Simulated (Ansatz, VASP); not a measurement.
## Two plane-wave programs on P

```
P
1.0
     3.25682    0.00000    0.00000
    -1.62841    2.82049    0.00000
     0.00000    0.00000   34.63780
P
4
Cartesian
  1.6284 0.9402 8.3337
  0.0000 1.8803 7.0906
  0.0000 0.0000 11.6663
  0.0000 1.8803 12.9094
```

Alike in both runs: functional PBE; dispersion D3(BJ); k mesh 12 × 12 × 1; occupations gaussian, width 0.02 eV; no spin polarisation.

Ansatz relaxed the structure, and its values are those at the end. VASP's run is a single point on that final structure, the one shown.

|  | VASP | Ansatz |
| --- | --- | --- |
| version | VASP 6.6.1 | Ansatz 0.2.0 |
| potentials or method | VASP PAW PBE potentials, release 64 (P), cutoff 520 eV | scalar-relativistic, plane waves, PAW |
| valence electrons in the cell | 20 | 20 |

|  | VASP | Ansatz | Ansatz less VASP |
| --- | --- | --- | --- |
| gap on the k mesh at the Fermi level (eV) | 1.25 | 1.21 | -0.041 |
| least direct gap on the mesh (eV) | 1.81 | 1.77 | -0.042 |
| rms of the force components (eV/Å) | 0.053 | 0.000 | -0.0524 |
